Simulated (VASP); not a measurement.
# W12Cl in VASP: notebook, part 2 of 2

VASP 6.6.1.

### Step 4. Relaxation of the atoms, PBE

File INCAR:

```
PREC     = Accurate       # precision mode
ENCUT    = 450            # plane-wave cutoff, eV
EDIFF    = 1E-7           # SCF threshold, eV
ISMEAR   = 0              # smearing method
SIGMA    = 0.1            # smearing width, eV
LREAL    = False          # projectors in reciprocal space
LASPH    = True           # aspherical terms in the spheres
NELM     = 120            # most SCF steps
ALGO     = Normal         # electronic algorithm
ISIF     = 2              # what is computed and relaxed
LWAVE    = False          # write WAVECAR
LCHARG   = False          # write CHGCAR
LDIPOL   = True         
IDIPOL   = 3            
DIPOL    = 0.5 0.5 0.327
GGA      = PE             # functional
IBRION   = 2              # ionic algorithm
NSW      = 36             # ionic steps
EDIFFG   = -0.025         # ionic threshold
GGA_COMPAT= False        
NELMIN   = 4            
NELMDL   = -8           
KPAR     = 4
```

File KPOINTS:

```
Automatic mesh
0
Gamma
  5 5 1
```

File POSCAR:

```
W12Cl
1.0
    5.5143287209      0.0000000000      0.0000000000
   -1.8381095736      5.1989589763      0.0000000000
    0.0000000000      0.0000000000     19.8562160851
W Cl
12 1
Selective dynamics
Direct
    0.2500000000      0.2500000000      0.2014482509  F F F
    0.2500000000      0.7500000000      0.2014482509  F F F
    0.7500000000      0.2500000000      0.2014482509  F F F
    0.7500000000      0.7500000000      0.2014482509  F F F
    0.0000000000      0.0000000000      0.3111437105  F F F
    0.0000000000      0.5000000000      0.3111437105  F F F
    0.5000000000      0.0000000000      0.3111437105  F F F
    0.5000000000      0.5000000000      0.3111437105  F F F
    0.2500000000      0.2500000000      0.4208362786  F F F
    0.2500000000      0.7500000000      0.4208362786  F F F
    0.7500000000      0.2500000000      0.4208362786  F F F
    0.7500000000      0.7500000000      0.4208362786  F F F
    0.4166666667      0.5833333333      0.5165113846  F F T
```

Potentials or basis: VASP PAW PBE potentials, release 64 (W_sv, Cl).

Started as:

```
> cat potpaw_PBE.64/W_sv/POTCAR potpaw_PBE.64/Cl/POTCAR > POTCAR
> mpirun -np 4 vasp_std > vasp.out
```

OUTCAR:

```text
PREC = Accurate
   ENCUT = 450
   EDIFF = 1E-7
   ISMEAR = 0
   LREAL = False
   LASPH = True
   NELM = 120
   ISIF = 2
   GGA = PE
   IBRION = 2
   NSW = 36
   EDIFFG = -0.025
   NELMIN = 4
   NELMDL = -8

 ion  position               nearest neighbor table
   1  0.250  0.250  0.201-   5 2.70   8 2.70   2 2.76   2 2.76   3 2.76   3 2.76   7 3.13   6 3.13
                             4 3.18   4 3.18
   2  0.250  0.750  0.201-   6 2.70   7 2.70   1 2.76   1 2.76   4 2.76   4 2.76   5 3.13   8 3.13
                             3 3.18   3 3.18
   3  0.750  0.250  0.201-   6 2.70   7 2.70   4 2.76   4 2.76   1 2.76   1 2.76   5 3.13   8 3.13
                             2 3.18   2 3.18
   4  0.750  0.750  0.201-   5 2.70   8 2.70   3 2.76   3 2.76   2 2.76   2 2.76   7 3.13   6 3.13
                             1 3.18   1 3.18
   5  0.000  0.000  0.311-   9 2.70  12 2.70   1 2.70   4 2.70   6 2.76   6 2.76   7 2.76   7 2.76
                            11 3.13  10 3.13   3 3.13   2 3.13   8 3.18   8 3.18
   6  0.000  0.500  0.311-  10 2.70  11 2.70   2 2.70   3 2.70   5 2.76   5 2.76   8 2.76   8 2.76
                             9 3.13  12 3.13   1 3.13   4 3.13   7 3.18   7 3.18
   7  0.500  0.000  0.311-  10 2.70  11 2.70   2 2.70   3 2.70   8 2.76   8 2.76   5 2.76   5 2.76
                             9 3.13  12 3.13   1 3.13   4 3.13   6 3.18   6 3.18
   8  0.500  0.500  0.311-   9 2.70  12 2.70   1 2.70   4 2.70   7 2.76   7 2.76   6 2.76   6 2.76
                            11 3.13  10 3.13   3 3.13   2 3.13   5 3.18   5 3.18
   9  0.250  0.250  0.421-  13 2.59   8 2.70   5 2.70  10 2.76  10 2.76  11 2.76  11 2.76   6 3.13
                             7 3.13  12 3.18  12 3.18
  10  0.250  0.750  0.421-  13 2.42   7 2.70   6 2.70   9 2.76   9 2.76  12 2.76  12 2.76   8 3.13
                             5 3.13  11 3.18  11 3.18
  11  0.750  0.250  0.421-   6 2.70   7 2.70  12 2.76  12 2.76   9 2.76   9 2.76   5 3.13   8 3.13
                            10 3.18  10 3.18
  12  0.750  0.750  0.421-  13 2.59   8 2.70   5 2.70  11 2.76  11 2.76  10 2.76  10 2.76   6 3.13
                             7 3.13   9 3.18   9 3.18
  13  0.417  0.583  0.517-  10 2.42   9 2.59  12 2.59

  LATTYP: Found a base centered orthorhombic cell.
 ALAT       =     6.3673983428
 B/A-ratio  =     1.4142135624
 C/A-ratio  =     3.1184190176

  Lattice vectors:

 A1 = (   5.5143287209,   0.0000000000,   0.0000000000)
 A2 = (  -1.8381095736,   5.1989589763,   0.0000000000)
 A3 = (   0.0000000000,   0.0000000000,  19.8562160851)

[... 189 lines left out ...]

 number of electron     175.0000035 magnetization

 Free energy of the ion-electron system (eV)
  ---------------------------------------------------
  ext. energy  EPLUGINS =         0.00000000
  ---------------------------------------------------
  free energy    TOTEN  =      -147.71816510 eV

  energy without entropy =     -147.64904358  energy(sigma->0) =     -147.68360434

------------------------ aborting loop because EDIFF is reached ----------------------------------------

  FORCE on cell =-STRESS in cart. coord.  units (eV):
  Direction    XX          YY          ZZ          XY          YZ          ZX
  --------------------------------------------------------------------------------------
  -------------------------------------------------------------------------------------
  Total       -9.3433536    -12.3866231      2.5371289     -4.3038329     -0.5103070      0.7216821
  in kB      -26.2970987    -34.8624555      7.1408118    -12.1132437     -1.4362717      2.0311920
  external PRESSURE =     -18.0062474 kB  Pullay stress =       0.0000000 kB
[... 81 lines left out ...]
--------------------------------------- Ionic step        3  -------------------------------------------

 number of electron     175.0000035 magnetization

 dipolmoment           0.000000      0.000000     -0.063714 electrons x Angstroem

 Free energy of the ion-electron system (eV)
  ---------------------------------------------------
  ext. energy  EPLUGINS =         0.00000000
  ---------------------------------------------------
  free energy    TOTEN  =      -147.72793259 eV

  energy without entropy =     -147.65972824  energy(sigma->0) =     -147.69383041

 E-fermi :   1.0932     XC(G=0):  -5.8854

 val. band max:        1.0910856176   @ k =  -0.4000   0.4000   0.0000
 cond. band min:       1.1034257472   @ k =  -0.4000   0.2000   0.0000
 fundamental gap:      0.0123401296
 Fermi energy:         1.0932372512

 k-point     1 :       0.0000    0.0000    0.0000
  band No.  band energies     occupation
      1     -73.0433      2.00000
      2     -72.9561      2.00000
      3     -72.9547      2.00000
      4     -72.9349      2.00000
      5     -72.9208      2.00000
      6     -72.8968      2.00000
[... 907 lines left out ...]
     98       2.3563      0.00000
     99       2.4443      0.00000
 [bands above 99 left out]

------------------------ aborting loop because EDIFF is reached ----------------------------------------

 vacuum level on the upper side and lower side of the slab       (xc-potential included)        -0.202         0.189

  FORCE on cell =-STRESS in cart. coord.  units (eV):
  Direction    XX          YY          ZZ          XY          YZ          ZX
  --------------------------------------------------------------------------------------
  -------------------------------------------------------------------------------------
  Total       -9.7965103    -12.7580858      1.6237859     -4.1883002     -0.3743381      0.5293935
  in kB      -27.5725194    -35.9079464      4.5701853    -11.7880739     -1.0535837      1.4899910
  external PRESSURE =     -19.6367602 kB  Pullay stress =       0.0000000 kB
[... 28 lines left out ...]
  FREE ENERGIE OF THE ION-ELECTRON SYSTEM (eV)
  ---------------------------------------------------
  free  energy   TOTEN  =      -147.7279325889 eV

  energy  without entropy=     -147.6597282353  energy(sigma->0) =     -147.69383041

 reached required accuracy - stopping structural energy minimisation

 vacuum level on the upper side and lower side of the slab         5.564         5.949
```

OSZICAR:

```text
N       E                     dE             d eps       ncg     rms          rms(c)
DAV:   1     0.210820243627E+04    0.21082E+04   -0.10180E+05  2354   0.144E+03
DAV:   2    -0.479309592260E+02   -0.21561E+04   -0.21088E+04  2114   0.480E+02
DAV:   3    -0.151752226161E+03   -0.10382E+03   -0.10004E+03  2274   0.105E+02
[... 74 lines left out ...]
DAV:  18    -0.147727932004E+03   -0.41110E-06   -0.37481E-08  1372   0.544E-04    0.304E-04
DAV:  19    -0.147727932233E+03   -0.22927E-06   -0.24904E-08  1300   0.407E-04    0.252E-04
DAV:  20    -0.147727932358E+03   -0.12467E-06   -0.10620E-08  1300   0.238E-04    0.127E-04
DAV:  21    -0.147727932517E+03   -0.15932E-06   -0.18394E-08  1299   0.220E-04    0.435E-05
DAV:  22    -0.147727932589E+03   -0.71708E-07   -0.56332E-09  1220   0.138E-04
   3 F= -.14772793E+03 E0= -.14769383E+03  d E =-.976749E-02
```

Run time: 17 min. Hardware: 4 MPI ranks of Intel Xeon Platinum 8488C (Sapphire Rapids), shared host; peak memory 0.73 GiB.

Results:

- Free energy: -147.7279 eV
- Energy gained by relaxing: 0.8 meV/atom
- Ionic steps: 3
- Band gap on the k mesh: zero (an odd number of electrons rules out a gap without spin polarisation)

Step by step:
```tsv
step	energy change (eV)	largest force on free atoms (eV/Å)	pressure (GPa)
1	0.0000	0.3966	-1.80
2	-0.0061	0.2400	-1.86
3	-0.0098	0.0167	-1.96
```

Final structure:
```xyz
13
Lattice="5.5143 0.0000 0.0000 -1.8381 5.1990 0.0000 0.0000 0.0000 19.8562" Properties=species:S:1:pos:R:3 pbc="T T T"
W     0.9191    1.2997    4.0000
W     0.0000    3.8992    4.0000
W     3.6762    1.2997    4.0000
W     2.7572    3.8992    4.0000
W     0.0000    0.0000    6.1781
W    -0.9191    2.5995    6.1781
W     2.7572    0.0000    6.1781
W     1.8381    2.5995    6.1781
W     0.9191    1.2997    8.3562
W     0.0000    3.8992    8.3562
W     3.6762    1.2997    8.3562
W     2.7572    3.8992    8.3562
Cl    1.2254    3.0327   10.3089
```

Caveat: spin-orbit coupling is left out, which moves the levels of the heavy elements; an odd number of electrons without spin polarisation forces a metal; a magnetic or distorted state may lie lower.

### Step 5. The runs side by side

```tsv
task	cell	cutoff (eV)	gap on the mesh (eV)	largest force (eV/Å)
single point	a = 5.514, b = 5.514, c = 19.856 Å, angles 90.0, 90.0, 109.5°, 13 atoms, atomic positions A	520	none	1.12
single point	a = 5.514, b = 5.514, c = 19.856 Å, angles 90.0, 90.0, 109.5°, 13 atoms, atomic positions B	520	none	1.24
relaxation of the atoms	atoms relaxed from a = 5.514, b = 5.514, c = 19.856 Å, angles 90.0, 90.0, 109.5°, 13 atoms, atomic positions C	450	none	-
```

Alike in all rows: level PBE; potentials or basis VASP PAW PBE potentials, release 64 (W_sv, Cl); no spin polarisation; k mesh 5 × 5 × 1; smearing gaussian 0.1 eV.

Caveats: spin-orbit coupling is left out, which moves the levels of the heavy elements; an odd number of electrons without spin polarisation forces a metal; a magnetic or distorted state may lie lower.

Absolute energies hang on the potentials; compare differences alone.
